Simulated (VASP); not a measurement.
A run of VASP 6.6.1:

Contents of INCAR:

```
PREC     = Accurate       # precision mode
ENCUT    = 520            # plane-wave cutoff, eV
EDIFF    = 1E-6           # SCF threshold, eV
ISMEAR   = 0              # smearing method
SIGMA    = 0.02           # smearing width, eV
LREAL    = False          # projectors in reciprocal space
LASPH    = True           # aspherical terms in the spheres
NELM     = 80             # most SCF steps
ALGO     = Normal         # electronic algorithm
ISIF     = 2              # what is computed and relaxed
LWAVE    = False          # write WAVECAR
LCHARG   = False          # write CHGCAR
GGA      = PS             # functional
NBANDS   = 50             # bands
```

The input KPOINTS:

```
regular mesh
0
Gamma
  6 6 6
```

POSCAR

```
HfSiO4
1.0
   -3.2910116960      3.2910116960      2.9830669668
    3.2910116960     -3.2910116960      2.9830669668
    3.2910116960      3.2910116960     -2.9830669668
Hf Si O
2 2 8
Direct
    0.0000000000      0.0000000000      0.0000000000
    0.7500000000      0.2500000000      0.5000000000
    0.2500000000      0.7500000000      0.5000000000
    0.5000000000      0.5000000000      0.0000000000
    0.1333334023      0.3181250513      0.8152083510
    0.0681250513      0.7529167003      0.6847916490
    0.0681250513      0.3833334023      0.3152083510
    0.5029167003      0.3181250513      0.1847916490
    0.6818749487      0.4970832997      0.8152083510
    0.6166665977      0.9318749487      0.6847916490
    0.2470832997      0.9318749487      0.3152083510
    0.6818749487      0.8666665977      0.1847916490
```

Potentials or basis: VASP PAW PBE potentials, release 64 (Hf_pv, Si, O).

Run with:

```bash
$ cat potpaw_PBE.64/Hf_pv/POTCAR potpaw_PBE.64/Si/POTCAR potpaw_PBE.64/O/POTCAR > POTCAR
$ mpirun -np 1 vasp_std > vasp.out
```

Hardware: 1 thread of Intel(R) Xeon(R) Platinum 8259CL CPU @ 2.50GHz (Skylake/Cascade Lake) (shared host).

Q: How long does it take, and how much memory?

A: Run time: 3.6 min on 1 thread of Intel(R) Xeon(R) Platinum 8259CL CPU @ 2.50GHz (Skylake/Cascade Lake), on a shared host, peak memory 0.34 GiB. Counts: scf iterations 14, k points 30.
